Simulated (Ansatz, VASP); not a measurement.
One calculation of Ru, two programs

```
Ru
1.0
     1.34410    0.77602    6.40575
    -1.34410    0.77602    6.40575
     0.00000   -1.55204    6.40575
Ru
3
Cartesian
  0.0000 0.0000 0.0000
  0.0000 0.0000 4.2416
  0.0000 0.0000 14.9756
```

Alike in both runs: functional PBEsol; k mesh 9 × 9 × 9; occupations gaussian, width 0.1 eV; no spin polarisation.

Ansatz relaxed the structure, and its values are those at the end. VASP's run is a single point on that final structure, the one shown.

|  | VASP | Ansatz |
| --- | --- | --- |
| version | VASP 6.6.1 | Ansatz 0.2.0 |
| potentials or method | VASP PAW PBE potentials, release 64 (Ru_pv), cutoff 520 eV | scalar-relativistic, plane waves, PAW |
| valence electrons in the cell | 42 | 48 |

|  | VASP | Ansatz | Ansatz less VASP |
| --- | --- | --- | --- |
| gap on the k mesh at the Fermi level (eV) | none | none | - |
| pressure (GPa) | -0.2 | -0.2 | +0.06 |
| rms of the force components (eV/Å) | 0.007 | 0.011 | +0.0043 |

VASP's potentials were made for PBE, not for PBEsol. A gap of «none» marks a metal or a gap that the smearing closes. The functional is the same, so the differences come from potentials, cutoffs and numerics. VASP's potentials hold 42 valence electrons a cell and Ansatz's 48, so a difference there can come from the potentials and not from the codes.
